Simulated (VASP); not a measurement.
Input of a VASP 6.6.1 run:

File INCAR:

```
PREC = Accurate
ENCUT = 520
EDIFF = 1E-6
ISMEAR = 0
SIGMA = 0.05
LREAL = F
LASPH = T
NELM = 60
ALGO = Normal
ISIF = 2
LWAVE = F
LCHARG = T
LELF = T
LVHAR = T
NBANDS = 16
```

KPOINTS

```
Automatic mesh
0
Gamma
  6 6 6
```

POSCAR

```
MgO
1.0
    3.4515140841      0.0000000000      0.0000000000
   -1.7257570421      3.0192917963      0.0000000000
    0.0000000000      0.0000000000      4.1780412200
Mg O
2 2
Direct
    0.6666666667      0.3333333333      0.7500000000
    0.3333333333      0.6666666667      0.2500000000
    0.6666666667      0.3333333333      0.2500000000
    0.3333333333      0.6666666667      0.7500000000
```

Potentials or basis: VASP PAW LDA potentials, release 64 (Mg, O).

Run with:

```console
$ cat potpaw_LDA.64/Mg/POTCAR potpaw_LDA.64/O/POTCAR > POTCAR
$ mpirun -np 1 vasp_std > vasp.out
```

**Question.** What does it give for the largest force?

**Answer.** 0.088 eV/Å.

**Question.** Predict the pressure.

**Answer.** -4.5 GPa.

**Question.** What does it give for the band gap on the k mesh?

**Answer.** 3.38 eV, direct.

Stress tensor (GPa, compression positive):
```
-3.28  0.00  0.00
 0.00 -5.09  0.00
 0.00  0.00 -5.06
```

Caveat: the cell differs from its parent crystal (strain -0.0100 x Voigt [1, 0, 0, 0, 0, 0]).
